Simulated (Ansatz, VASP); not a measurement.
AgCl in VASP and in Ansatz

File INCAR:

```
SYSTEM = AgCl
  ALGO = Normal
  EDIFF = 1E-6
  ENCUT = 520
  GGA = PS
  ISIF = 2
  ISMEAR = -1
  LASPH = .True.
  LCHARG = .True.
  LDAU = .True.
  LDAUJ = 0 0
  LDAUL = 2 -1
  LDAUPRINT = 1
  LDAUTYPE = 2
  LDAUU = 2 0
  LELF = .True.
  LMAXMIX = 4
  LREAL = .False.
  LVHAR = .True.
  LWAVE = .False.
  NBANDS = 16
  NELM = 150
  PREC = Accurate
  SIGMA = 0.05
```

KPOINTS

```
k-points
0
Gamma
  8 8 8
  0 0 0
```

File POSCAR:

```
AgCl
1.0
    0.0000000000      2.7350000000      2.7350000000
    2.7350000000      0.0000000000      2.7350000000
    2.7350000000      2.7350000000      0.0000000000
Ag Cl
1 1
Direct
    0.0000000000      0.0000000000      0.0000000000
    0.5000000000      0.5000000000      0.5000000000
```

The input input.yaml:

```yaml
crystal:
  lattice:
    - [0.0, 2.735, 2.735]
    - [2.735, 0.0, 2.735]
    - [2.735, 2.735, 0.0]
  atoms:
    - { symbol: Ag, position: [0.0, 0.0, 0.0] }
    - { symbol: Cl, position: [0.5, 0.5, 0.5] }
hamiltonian:
  xc: pbesol
  pseudopotentials: { kind: paw }
  hubbard: { sites: [{ species: Ag, l: d, u_eff: 2.0 }] }
kpoints:
  mp_grid: { grid: [8, 8, 8] }
scf:
  occupations: { method: fermi_dirac, width: 0.05 }
  n_extra_bands: 6
output:
  forces: true
  stress: true
  eigenvalues: true
  dos: { projected: true, de: 0.05, nscf_kmesh: { grid: [12, 12, 12] } }
```

Alike in both runs: functional PBEsol; k mesh 8 × 8 × 8; occupations fermi-dirac, width 0.05 eV; no spin polarisation; Hubbard terms Ag d U = 2.0 eV.

```csv
,VASP,Ansatz
version,VASP 6.6.1,Ansatz 0.2.0
potentials or method,"VASP PAW PBE potentials, release 64 (Ag, Cl)",Ansatz PAW
plane-wave cutoff (eV),520,420
valence electrons in the cell,18,26
task,single point,projected density of states
```

```csv
,VASP,Ansatz,Ansatz less VASP
gap on the k mesh at the Fermi level (eV),1.14,1.15,+0.003
least direct gap on the mesh (eV),3.29,3.24,-0.051
pressure (GPa),-0.9,-0.2,+0.72
```

VASP's potentials were made for PBE, not for PBEsol. The programs project onto different local orbitals, so the same U acts differently, and such runs can settle in different states. VASP's potentials hold 18 valence electrons a cell and Ansatz's 26, so a difference there can come from the potentials and not from the codes.
